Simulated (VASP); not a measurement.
Here is a VASP 6.6.1 calculation.

File INCAR:

```
AGGAC = 1.0
AGGAX = 1.0
ALDAC = 0.0
ALDAX = 1.0
ALGO = Normal
EDIFF = 1E-8
ENCUT = 520
GGA = B5
IBRION = 8
ISIF = 2
ISMEAR = -1
LASPH = True
LCHARG = False
LREAL = False
LWAVE = False
NBANDS = 21
NELM = 80
NSW = 1
PREC = Accurate
SIGMA = 0.15
```

Contents of KPOINTS:

```
k-points
0
Gamma
  11 11 6
```

File POSCAR:

```
Ru
1.0
    2.7058000000      0.0000000000      0.0000000000
   -1.3529000000      2.3432915376      0.0000000000
    0.0000000000      0.0000000000      4.2819000000
Ru
2
Direct
    0.6666666667      0.3333333333      0.7500000000
    0.3333333333      0.6666666667      0.2500000000
```

Potentials or basis: VASP PAW PBE potentials, release 64 (Ru_pv).

Launch:

```bash
$ cat potpaw_PBE.64/Ru_pv/POTCAR > POTCAR
$ mpirun -np 1 vasp_std > vasp.out
```

(1) What does it give for the highest phonon frequency at Γ?

Answers

(1) 269 cm⁻¹.

Caveat: the cell stands under pressure or tension, which shifts response properties.
